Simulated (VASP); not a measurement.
# SiC in VASP: notebook, part 2 of 2

VASP 6.6.1. The steps go on from the part before.

## (3) Single point, r2SCAN (atoms moved along the polar distortion)

File POSCAR:

```
SiC
1.0
    3.0759836412      0.0000000000      0.0000000000
   -1.5379918206      2.6638799749      0.0000000000
    0.0000000000      0.0000000000      5.0478375069
Si C
2 2
Direct
    0.3333333333      0.6666666667     -0.0625000000
    0.6666666667      0.3333333333      0.4375000000
    0.3333333333      0.6666666667      0.4375000000
    0.6666666667      0.3333333333      0.9375000000
```

File INCAR.step1:

```
PREC     = Accurate       # precision mode
ENCUT    = 520            # plane-wave cutoff, eV
ISMEAR   = 0              # smearing method
SIGMA    = 0.01           # smearing width, eV
LREAL    = False          # projectors in reciprocal space
LASPH    = True           # aspherical terms in the spheres
NELM     = 100            # most SCF steps
NBANDS   = 16             # bands
GGA      = PE             # functional
ALGO     = Normal         # electronic algorithm
EDIFF    = 1E-4           # SCF threshold, eV
LWAVE    = True           # write WAVECAR
LCHARG   = False          # write CHGCAR
```

File INCAR.step2:

```
PREC     = Accurate       # precision mode
ENCUT    = 520            # plane-wave cutoff, eV
EDIFF    = 1E-6           # SCF threshold, eV
ISMEAR   = 0              # smearing method
SIGMA    = 0.01           # smearing width, eV
LREAL    = False          # projectors in reciprocal space
LASPH    = True           # aspherical terms in the spheres
NELM     = 100            # most SCF steps
ALGO     = Normal         # electronic algorithm
ISIF     = 2              # what is computed and relaxed
LWAVE    = False          # write WAVECAR
LCHARG   = False          # write CHGCAR
METAGGA  = R2SCAN         # meta-GGA
LMIXTAU  = True         
NBANDS   = 16             # bands
ISTART   = 1
```

File KPOINTS:

```
Automatic mesh
0
Gamma
  12 12 6
```

Potentials or basis: VASP PAW PBE potentials, release 64 (Si, C).

Run with:

```console
$ cat potpaw_PBE.64/Si/POTCAR potpaw_PBE.64/C/POTCAR > POTCAR
$ cp INCAR.step1 INCAR
$ mpirun -np 1 vasp_std > vasp.out
$ cp INCAR.step2 INCAR
$ mpirun -np 1 vasp_std > vasp.out
```

OUTCAR:

```text
PREC = Accurate
   ENCUT = 520
   EDIFF = 1E-6
   ISMEAR = 0
   LREAL = False
   LASPH = True
   NELM = 100
   ISIF = 2
   METAGGA = R2SCAN
   ISTART = 1

 ion  position               nearest neighbor table
   1  0.333  0.667  0.938-   4 1.78   4 1.78   4 1.78   3 2.52   3 2.52   2 3.09   2 3.09   2 3.09
                             2 3.09   2 3.09   2 3.09
   2  0.667  0.333  0.438-   3 1.78   3 1.78   3 1.78   4 2.52   4 2.52   1 3.09   1 3.09   1 3.09
                             1 3.09   1 3.09   1 3.09
   3  0.333  0.667  0.438-   2 1.78   2 1.78   2 1.78   1 2.52   1 2.52
   4  0.667  0.333  0.938-   1 1.78   1 1.78   1 1.78   2 2.52   2 2.52

  LATTYP: Found a hexagonal cell.
 ALAT       =     3.0759836412
 C/A-ratio  =     1.6410482290

  Lattice vectors:

 A1 = (   3.0759836412,   0.0000000000,   0.0000000000)
 A2 = (  -1.5379918206,   2.6638799749,   0.0000000000)
 A3 = (   0.0000000000,   0.0000000000,   5.0478375069)

Analysis of symmetry for initial positions (statically):
=====================================================================
 Subroutine PRICEL returns:
 Original cell was already a primitive cell.

 Routine SETGRP: Setting up the symmetry group for a
 hexagonal supercell.

 Subroutine GETGRP returns: Found 24 space group operations
 (whereof  6 operations were pure point group operations)
 out of a pool of 24 trial point group operations.

The static configuration has the point symmetry C_3v.
 The point group associated with its full space group is D_6h.

Analysis of symmetry for dynamics (positions and initial velocities):
=====================================================================
 Subroutine PRICEL returns:
 Original cell was already a primitive cell.

 Routine SETGRP: Setting up the symmetry group for a
 hexagonal supercell.

 Subroutine GETGRP returns: Found 24 space group operations
 (whereof  6 operations were pure point group operations)
 out of a pool of 24 trial point group operations.

The dynamic configuration has the point symmetry C_3v.
 The point group associated with its full space group is D_6h.

 Subroutine INISYM returns: Found 24 space group operations
 (whereof  6 operations are pure point group operations),
 and found     1 'primitive' translations

----------------------------------------------------------------------------------------

                                     Primitive cell

  volume of cell :      41.3622

  direct lattice vectors                    reciprocal lattice vectors
     3.075983641  0.000000000  0.000000000     0.325099258  0.187696144  0.000000000
    -1.537991821  2.663879975  0.000000000     0.000000000  0.375392288  0.000000000
     0.000000000  0.000000000  5.047837507     0.000000000  0.000000000  0.198104634

  length of vectors
     3.075983641  3.075983641  5.047837507     0.375392288  0.375392288  0.198104634

  position of ions in fractional coordinates (direct lattice)
     0.333333333  0.666666667  0.937500000
     0.666666667  0.333333333  0.437500000
     0.333333333  0.666666667  0.437500000
     0.666666667  0.333333333  0.937500000

  ion indices of the primitive-cell ions
   primitive index   ion index
                 1           1
[... 32 lines left out ...]
  0.000000  0.000000  0.000000      1.000000
  0.083333 -0.000000  0.000000      6.000000
  0.166667 -0.000000  0.000000      6.000000
  0.250000  0.000000  0.000000      6.000000
  0.333333  0.000000  0.000000      6.000000
  0.416667 -0.000000  0.000000      6.000000
[... 16 lines left out ...]
  0.250000  0.000000  0.166667     12.000000
  0.333333  0.000000  0.166667     12.000000
 [... further k-points ...]
   k-points           NKPTS =     76   k-points in BZ     NKDIM =     76   number of bands    NBANDS=     16
   number of dos      NEDOS =    301   number of ions     NIONS =      4
   total plane-waves  NPLWV =  23040
   dimension x,y,z NGX =    24 NGY =   24 NGZ =   40
   dimension x,y,z NGXF=    48 NGYF=   48 NGZF=   80
   ions per type =               2   2
   NGX,Y,Z   is equivalent  to a cutoff of  12.97, 12.97, 13.17 a.u.
   NGXF,Y,Z  is equivalent  to a cutoff of  25.94, 25.94, 26.35 a.u.
 SYSTEM =  unknown system
   PREC   = accura    normal or accurate (medium, high low for compatibility)
   ISTART =      1    job   : 0-new  1-cont  2-samecut
   ICHARG =      0    charge: 1-file 2-atom 10-const
   ISPIN  =      1    spin polarized calculation?
   LNONCOLLINEAR =      F non collinear calculations
   LSORBIT =      F    spin-orbit coupling
   LASPH  =      T    aspherical Exc in radial PAW
   ENCUT  =  520.0 eV  38.22 Ry    6.18 a.u.   5.72  5.72  9.39*2*pi/ulx,y,z
   NELM   =    100;   NELMIN=  2; NELMDL=  0     # of ELM steps
   EDIFF  = 0.1E-05   stopping-criterion for ELM
   LREAL  =      F    real-space projection
   EDIFFG = 0.1E-04   stopping-criterion for IOM
   NSW    =      0    number of steps for IOM
   IBRION =     -1    ionic relax: 0-MD 1-quasi-New 2-CG
   NFREE  =      0    steps in history (QN), initial steepest desc. (CG)
   ISIF   =      2    stress and relaxation
   ISYM   =      2    0-nonsym 1-usesym 2-fastsym
   POTIM  = 0.5000    time-step for ionic-motion
   TEBEG  =    0.0;   TEEND  =   0.0 temperature during run
   PSTRESS=    0.0 pullay stress
   NELECT =      16.0000    total number of electrons
   NUPDOWN=      -1.0000    fix difference up-down
   EMIN   =  10.00;   EMAX   =-10.00  energy-range for DOS
   EFERMI =   0.00;   METHOD = LEGACY
   ISMEAR =     0;   SIGMA  =   0.01  broadening in eV -4-tet -1-fermi 0-gaus
   EFERMI_NEDOS =   21; number of points for ismear=-14 and -15
   IALGO  =     38    algorithm
   IMIX   =      4    mixing-type and parameters
     AMIX     =   0.40;   BMIX     =  1.00
     AMIX_MAG =   1.60;   BMIX_MAG =  1.00
  volume/ion in A,a.u.               =      10.34        69.78
  Fermi-wavevector in a.u.,A,eV,Ry     =   1.192834  2.254130 19.359102  1.422854
  Thomas-Fermi vector in A             =   2.328863
   LORBIT       =      0    0 simple, 1 ext, 2 COOP (PROOUT), +10 PAW based schemes
   METAGGA = R2SCAN    functional components
   LHFCALC =     F    Hartree Fock is set to
   AEXX    =    0.0000 exact exchange contribution
   IVDW    =     0    specifies the selected vdW correction
   LEPSILON=     F    determine dielectric tensor
   LRPA    =     F    only Hartree local field effects (RPA)
 non-spin polarized calculation
 Gauss-broadening in eV      SIGMA  =   0.01
  energy-cutoff  :      520.00
  volume of cell :       41.36
 maximum number of plane-waves:      1132
 NGX is ok and might be reduce to    24
   NGX = 11   NGY = 11   NGZ = 19

 number of electron      16.0000000 magnetization

 Free energy of the ion-electron system (eV)
  ---------------------------------------------------
  ext. energy  EPLUGINS =         0.00000000
  ---------------------------------------------------
  free energy    TOTEN  =       -36.62903461 eV

  energy without entropy =      -36.62903461  energy(sigma->0) =      -36.62903461

 E-fermi :  10.1543     XC(G=0): -11.9625

 val. band max:       10.0595681082   @ k =   0.0000   0.0000   0.0000
 cond. band min:      11.0422712212   @ k =   0.5000   0.0000   0.0000
 fundamental gap:      0.9827031130
 Fermi energy:        10.1543428574

 k-point     1 :       0.0000    0.0000    0.0000
  band No.  band energies     occupation
      1      -8.3447      2.00000
      2      -5.1193      2.00000
      3       0.2231      2.00000
      4       5.8734      2.00000
      5       5.8734      2.00000
      6       6.9838      2.00000
[... 433 lines left out ...]
      3       0.5326      2.00000
      4       2.4281      2.00000
      5       2.8932      2.00000
      6       4.4302      2.00000
[... 8 lines left out ...]
     15      19.2580      0.00000
     16      20.4326      0.00000

 [... further k-points ...]

------------------------ aborting loop because EDIFF is reached ----------------------------------------

  FORCE on cell =-STRESS in cart. coord.  units (eV):
  Direction    XX          YY          ZZ          XY          YZ          ZX
  --------------------------------------------------------------------------------------
  -------------------------------------------------------------------------------------
  Total        3.7239683      3.7239683      0.5775680      0.0000000      0.0000000      0.0000000
  in kB      144.2489041    144.2489041     22.3722494      0.0000000      0.0000000      0.0000000
  external PRESSURE =     103.6233525 kB  Pullay stress =       0.0000000 kB

 VOLUME and BASIS-vectors are now :
 -----------------------------------------------------------------------------
  energy-cutoff  :      520.00
  volume of cell :       41.36
      direct lattice vectors                 reciprocal lattice vectors
     3.075983641  0.000000000  0.000000000     0.325099258  0.187696144  0.000000000
    -1.537991821  2.663879975  0.000000000     0.000000000  0.375392288  0.000000000
     0.000000000  0.000000000  5.047837507     0.000000000  0.000000000  0.198104634

 POSITION                                       TOTAL-FORCE (eV/Angst)
 -----------------------------------------------------------------------------------
     -0.00000      1.77592      4.73235         0.000000     -0.000000     -0.000000
      1.53799      0.88796      2.20843        -0.000000      0.000000     -0.000000
     -0.00000      1.77592      2.20843        -0.000000      0.000000     -0.000000
      1.53799      0.88796      4.73235         0.000000     -0.000000      0.000000
 -----------------------------------------------------------------------------------
    total drift:                               -0.000000      0.000000      0.000000

  FREE ENERGIE OF THE ION-ELECTRON SYSTEM (eV)
  ---------------------------------------------------
  free  energy   TOTEN  =       -36.6290346097 eV

  energy  without entropy=      -36.6290346097  energy(sigma->0) =      -36.62903461
```

Wall time 2 min (1 thread of Intel Xeon 8259CL, shared host); peak memory 0.19 GiB.

Results:

- Free energy: -36.6290 eV
- Pressure: 10.4 GPa
- Band gap on the k mesh: 0.98 eV (least direct gap 3.08 eV)

Stress tensor (GPa, compression positive):
```
14.42  0.00  0.00
 0.00 14.42  0.00
 0.00  0.00  2.24
```

Levels at points of the mesh, in eV from the valence-band top:
```tsv
k point	band 4	band 5	band 6	band 7	band 8	band 9	band 10	band 11	band 12	band 13
(0.00, 0.00, 0.00)	-4.19	-4.19	-3.08	-3.08	0.00	3.27	4.31	5.14	5.14	6.85
(0.50, 0.00, 0.00)	-9.29	-6.36	-6.08	-4.34	-3.82	0.98	3.80	4.25	7.38	7.61
(0.00, 0.00, 0.50)	-5.55	-3.66	-3.66	-3.66	-3.66	4.49	4.49	5.69	5.69	5.69
(0.50, 0.00, 0.50)	-10.86	-5.32	-5.32	-2.98	-2.98	1.77	1.77	2.63	2.63	10.65
```

Caveat: the cell differs from its parent crystal (atoms moved along the polar distortion); the stress differs along the axes, from 2 to 14 GPa; the PAW data sets were made with another functional, which shifts forces and pressure a little. A k mesh can miss the band edges.
